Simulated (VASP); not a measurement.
# HfB3 (Pm-3m) in VASP: notebook

Runs on HfB3. Level: PBE. Tasks: single point, relaxation of cell and atoms.

Everything below comes from runs of VASP 6.6.1. Logs are shortened: lines on timing, memory, paths and dates and some standing lists are left out, and cuts for length are marked.

### Step 1. The cell of the first run

It takes space group Pm-3m (No. 221, cubic). Conventional cell: a = 3.390 Å, b = 3.390 Å, c = 3.390 Å, α = 90.00°, β = 90.00°, γ = 90.00°. Within 3.2 Å of Hf (site symmetry m-3m) lie 12 B at 2.40 Å. B (site symmetry 4/mmm) has 4 Hf at 2.40 Å and 8 B at 2.40 Å within 3.2 Å.

### Step 2. Single point, PBE

INCAR reads:

```
  PREC = Accurate
  ENCUT = 520
  EDIFF = 1E-6
  ISMEAR = 0
  SIGMA = 0.1
  LREAL = F
  LASPH = T
  NELM = 60
  ALGO = Normal
  ISIF = 2
  LWAVE = F
  LCHARG = T
  GGA = PE
  LELF = T
  LVHAR = T
  NBANDS = 18
```

KPOINTS reads:

```
regular mesh
0
Gamma
  6 6 6
```

POSCAR reads:

```
HfB3
1.0
    3.3897030378      0.0000000000      0.0000000000
    0.0000000000      3.3897030378      0.0000000000
    0.0000000000      0.0000000000      3.3897030378
Hf B
1 3
Direct
    0.0000000000      0.0000000000      0.0000000000
    0.0000000000      0.5000000000      0.5000000000
    0.5000000000      0.0000000000      0.5000000000
    0.5000000000      0.5000000000      0.0000000000
```

Potentials or basis: VASP PAW PBE potentials, release 64 (Hf_pv, B).

Launch:

```console
$ cat potpaw_PBE.64/Hf_pv/POTCAR potpaw_PBE.64/B/POTCAR > POTCAR
$ mpirun -np 1 vasp_std > vasp.out
```

OUTCAR:

```text
PREC = Accurate
   ENCUT = 520
   EDIFF = 1E-6
   ISMEAR = 0
   LREAL = F
   LASPH = T
   NELM = 60
   ISIF = 2
   GGA = PE

 ion  position               nearest neighbor table
   1  0.000  0.000  0.000-   2 2.40   3 2.40   4 2.40   2 2.40   3 2.40   2 2.40   4 2.40   2 2.40
                             3 2.40   4 2.40   3 2.40   4 2.40
   2  0.000  0.500  0.500-   1 2.40   1 2.40   1 2.40   1 2.40
   3  0.500  0.000  0.500-   1 2.40   1 2.40   1 2.40   1 2.40
   4  0.500  0.500  0.000-   1 2.40   1 2.40   1 2.40   1 2.40

  LATTYP: Found a simple cubic cell.
 ALAT       =     3.3897030378

  Lattice vectors:

 A1 = (   3.3897030378,   0.0000000000,   0.0000000000)
 A2 = (   0.0000000000,   3.3897030378,   0.0000000000)
 A3 = (   0.0000000000,   0.0000000000,   3.3897030378)

Analysis of symmetry for initial positions (statically):
=====================================================================
 Subroutine PRICEL returns:
 Original cell was already a primitive cell.

 Routine SETGRP: Setting up the symmetry group for a
 simple cubic supercell.

 Subroutine GETGRP returns: Found 48 space group operations
 (whereof 48 operations were pure point group operations)
 out of a pool of 48 trial point group operations.

The static configuration has the point symmetry O_h .

Analysis of symmetry for dynamics (positions and initial velocities):
=====================================================================
 Subroutine PRICEL returns:
 Original cell was already a primitive cell.

 Routine SETGRP: Setting up the symmetry group for a
 simple cubic supercell.

 Subroutine GETGRP returns: Found 48 space group operations
 (whereof 48 operations were pure point group operations)
 out of a pool of 48 trial point group operations.

The dynamic configuration has the point symmetry O_h .

 Subroutine INISYM returns: Found 48 space group operations
 (whereof 48 operations are pure point group operations),
 and found     1 'primitive' translations

----------------------------------------------------------------------------------------

                                     Primitive cell

  volume of cell :      38.9480

  direct lattice vectors                    reciprocal lattice vectors
     3.389703038  0.000000000  0.000000000     0.295011094  0.000000000  0.000000000
     0.000000000  3.389703038  0.000000000     0.000000000  0.295011094  0.000000000
     0.000000000  0.000000000  3.389703038     0.000000000  0.000000000  0.295011094

  length of vectors
     3.389703038  3.389703038  3.389703038     0.295011094  0.295011094  0.295011094

  position of ions in fractional coordinates (direct lattice)
     0.000000000  0.000000000  0.000000000
     0.000000000  0.500000000  0.500000000
     0.500000000  0.000000000  0.500000000
     0.500000000  0.500000000  0.000000000

  ion indices of the primitive-cell ions
   primitive index   ion index
                 1           1
                 2           2
                 3           3
                 4           4

----------------------------------------------------------------------------------------

 KPOINTS: regular mesh

Automatic generation of k-mesh.
 Grid dimensions read from file:
 generate k-points for:    6    6    6

 Generating k-lattice:

  Cartesian coordinates                     Fractional coordinates (reciprocal lattice)
     0.049168516  0.000000000  0.000000000     0.166666667  0.000000000  0.000000000
     0.000000000  0.049168516  0.000000000     0.000000000  0.166666667  0.000000000
     0.000000000  0.000000000  0.049168516     0.000000000  0.000000000  0.166666667

  Length of vectors
     0.049168516  0.049168516  0.049168516

  Shift w.r.t. Gamma in fractional coordinates (k-lattice)
     0.000000000  0.000000000  0.000000000

 Subroutine IBZKPT returns following result:
 ===========================================

 Found     20 irreducible k-points:

 Following reciprocal coordinates:
            Coordinates               Weight
  0.000000  0.000000  0.000000      1.000000
  0.166667  0.000000  0.000000      6.000000
  0.333333  0.000000  0.000000      6.000000
  0.500000  0.000000  0.000000      3.000000
  0.166667  0.166667  0.000000     12.000000
  0.333333  0.166667  0.000000     24.000000
[... 12 lines left out ...]
  0.500000  0.500000  0.333333      6.000000
  0.500000  0.500000  0.500000      1.000000
   k-points           NKPTS =     20   k-points in BZ     NKDIM =     20   number of bands    NBANDS=     18
   number of dos      NEDOS =    301   number of ions     NIONS =      4
   total plane-waves  NPLWV =  21952
   dimension x,y,z NGX =    28 NGY =   28 NGZ =   28
   dimension x,y,z NGXF=    56 NGYF=   56 NGZF=   56
   ions per type =               1   3
   NGX,Y,Z   is equivalent  to a cutoff of  13.73, 13.73, 13.73 a.u.
   NGXF,Y,Z  is equivalent  to a cutoff of  27.46, 27.46, 27.46 a.u.
 SYSTEM =  unknown system
   PREC   = accura    normal or accurate (medium, high low for compatibility)
   ISTART =      0    job   : 0-new  1-cont  2-samecut
   ICHARG =      2    charge: 1-file 2-atom 10-const
   ISPIN  =      1    spin polarized calculation?
   LNONCOLLINEAR =      F non collinear calculations
   LSORBIT =      F    spin-orbit coupling
   LASPH  =      T    aspherical Exc in radial PAW
   ENCUT  =  520.0 eV  38.22 Ry    6.18 a.u.   6.30  6.30  6.30*2*pi/ulx,y,z
   NELM   =     60;   NELMIN=  2; NELMDL= -5     # of ELM steps
   EDIFF  = 0.1E-05   stopping-criterion for ELM
   LREAL  =      F    real-space projection
   EDIFFG = 0.1E-04   stopping-criterion for IOM
   NSW    =      0    number of steps for IOM
   IBRION =     -1    ionic relax: 0-MD 1-quasi-New 2-CG
   NFREE  =      0    steps in history (QN), initial steepest desc. (CG)
   ISIF   =      2    stress and relaxation
   ISYM   =      2    0-nonsym 1-usesym 2-fastsym
   POTIM  = 0.5000    time-step for ionic-motion
   TEBEG  =    0.0;   TEEND  =   0.0 temperature during run
   PSTRESS=    0.0 pullay stress
   NELECT =      19.0000    total number of electrons
   NUPDOWN=      -1.0000    fix difference up-down
   EMIN   =  10.00;   EMAX   =-10.00  energy-range for DOS
   EFERMI =   0.00;   METHOD = LEGACY
   ISMEAR =     0;   SIGMA  =   0.10  broadening in eV -4-tet -1-fermi 0-gaus
   EFERMI_NEDOS =   21; number of points for ismear=-14 and -15
   IALGO  =     38    algorithm
   IMIX   =      4    mixing-type and parameters
     AMIX     =   0.40;   BMIX     =  1.00
     AMIX_MAG =   1.60;   BMIX_MAG =  1.00
  volume/ion in A,a.u.               =       9.74        65.71
  Fermi-wavevector in a.u.,A,eV,Ry     =   1.288737  2.435360 22.597150  1.660844
  Thomas-Fermi vector in A             =   2.420673
   LORBIT       =      0    0 simple, 1 ext, 2 COOP (PROOUT), +10 PAW based schemes
   GGA     = PE    functional components
   LHFCALC =     F    Hartree Fock is set to
   AEXX    =    0.0000 exact exchange contribution
   IVDW    =     0    specifies the selected vdW correction
   LEPSILON=     F    determine dielectric tensor
   LRPA    =     F    only Hartree local field effects (RPA)
 non-spin polarized calculation
 Gauss-broadening in eV      SIGMA  =   0.10
  energy-cutoff  :      520.00
  volume of cell :       38.95
 maximum number of plane-waves:      1068
 NGX is ok and might be reduce to    28
   NGX = 13   NGY = 13   NGZ = 13

 number of electron      19.0000004 magnetization

 Free energy of the ion-electron system (eV)
  ---------------------------------------------------
  ext. energy  EPLUGINS =         0.00000000
  ---------------------------------------------------
  free energy    TOTEN  =       -28.23100700 eV

  energy without entropy =      -28.21579177  energy(sigma->0) =      -28.22339939

 E-fermi :   7.0696     XC(G=0): -12.3153

 val. band max:        7.0547705749   @ k =   0.1667   0.1667   0.0000
 cond. band min:       7.0791480606   @ k =   0.3333   0.3333   0.0000
 fundamental gap:      0.0243774857
 Fermi energy:         7.0695648008

 k-point     1 :       0.0000    0.0000    0.0000
  band No.  band energies     occupation
      1     -22.7192      2.00000
      2     -22.7192      2.00000
      3     -22.7192      2.00000
      4      -6.3469      2.00000
      5       2.2348      2.00000
      6       2.2348      2.00000
[... 10 lines left out ...]
     17      13.8995      0.00000
     18      13.8995      0.00000

 k-point     2 :       0.1667    0.0000    0.0000
  band No.  band energies     occupation
      1     -22.8038      2.00000
      2     -22.7092      2.00000
      3     -22.7092      2.00000
      4      -5.9364      2.00000
      5       0.9787      2.00000
      6       2.4284      2.00000
[... 10 lines left out ...]
     17      14.0432      0.00000
     18      14.2000      0.00000

 k-point     3 :       0.3333    0.0000    0.0000
  band No.  band energies     occupation
      1     -22.9680      2.00000
      2     -22.6890      2.00000
      3     -22.6890      2.00000
      4      -4.8015      2.00000
      5      -1.1074      2.00000
      6       2.9271      2.00000
[... 10 lines left out ...]
     17      14.0616      0.00000
     18      16.3483      0.00000

 k-point     4 :       0.5000    0.0000    0.0000
  band No.  band energies     occupation
      1     -23.0479      2.00000
      2     -22.6788      2.00000
      3     -22.6788      2.00000
      4      -3.1907      2.00000
      5      -3.0692      2.00000
      6       3.0134      2.00000
[... 291 lines left out ...]
      4      -1.9814      2.00000
      5      -0.4655      2.00000
      6       0.1783      2.00000
[... 10 lines left out ...]
     17      14.8088      0.00000
     18      14.9969      0.00000

 k-point    19 :       0.5000    0.5000    0.3333
  band No.  band energies     occupation
      1     -22.9687      2.00000
      2     -22.9687      2.00000
      3     -22.8809      2.00000
      4      -1.4942      2.00000
      5      -0.1865      2.00000
      6      -0.1865      2.00000
[... 10 lines left out ...]
     17      15.4169      0.00000
     18      15.5708      0.00000

 k-point    20 :       0.5000    0.5000    0.5000
  band No.  band energies     occupation
      1     -22.9582      2.00000
      2     -22.9582      2.00000
      3     -22.9582      2.00000
      4      -0.3334      2.00000
      5      -0.3334      2.00000
      6      -0.3334      2.00000
[... 10 lines left out ...]
     17      15.5215      0.00000
     18      15.5215      0.00000

------------------------ aborting loop because EDIFF is reached ----------------------------------------

  FORCE on cell =-STRESS in cart. coord.  units (eV):
  Direction    XX          YY          ZZ          XY          YZ          ZX
  --------------------------------------------------------------------------------------
  -------------------------------------------------------------------------------------
  Total        0.2178916      0.2178916      0.2178916      0.0000000     -0.0000000     -0.0000000
  in kB        8.9632622      8.9632622      8.9632622      0.0000000     -0.0000000     -0.0000000
  external PRESSURE =       8.9632622 kB  Pullay stress =       0.0000000 kB

 VOLUME and BASIS-vectors are now :
 -----------------------------------------------------------------------------
  energy-cutoff  :      520.00
  volume of cell :       38.95
      direct lattice vectors                 reciprocal lattice vectors
     3.389703038  0.000000000  0.000000000     0.295011094  0.000000000  0.000000000
     0.000000000  3.389703038  0.000000000     0.000000000  0.295011094  0.000000000
     0.000000000  0.000000000  3.389703038     0.000000000  0.000000000  0.295011094

 POSITION                                       TOTAL-FORCE (eV/Angst)
 -----------------------------------------------------------------------------------
      0.00000      0.00000      0.00000         0.000000      0.000000      0.000000
      0.00000      1.69485      1.69485         0.000000      0.000000      0.000000
      1.69485      0.00000      1.69485         0.000000      0.000000      0.000000
      1.69485      1.69485      0.00000         0.000000      0.000000      0.000000
 -----------------------------------------------------------------------------------
    total drift:                               -0.000000     -0.000000     -0.000000

  FREE ENERGIE OF THE ION-ELECTRON SYSTEM (eV)
  ---------------------------------------------------
  free  energy   TOTEN  =       -28.2310070008 eV

  energy  without entropy=      -28.2157917734  energy(sigma->0) =      -28.22339939
```

Wall time 15 s (1 thread of Intel Xeon Platinum 8259CL at 2.50GHz (Skylake/Cascade Lake), shared host); peak memory 0.16 GiB.

What came out:

```yaml
Free_energy: -28.2310 eV
Pressure: 0.9 GPa
```

Caveat: spin-orbit coupling is left out, which moves the levels of the heavy elements.

(Continued in part 2 of 2.)
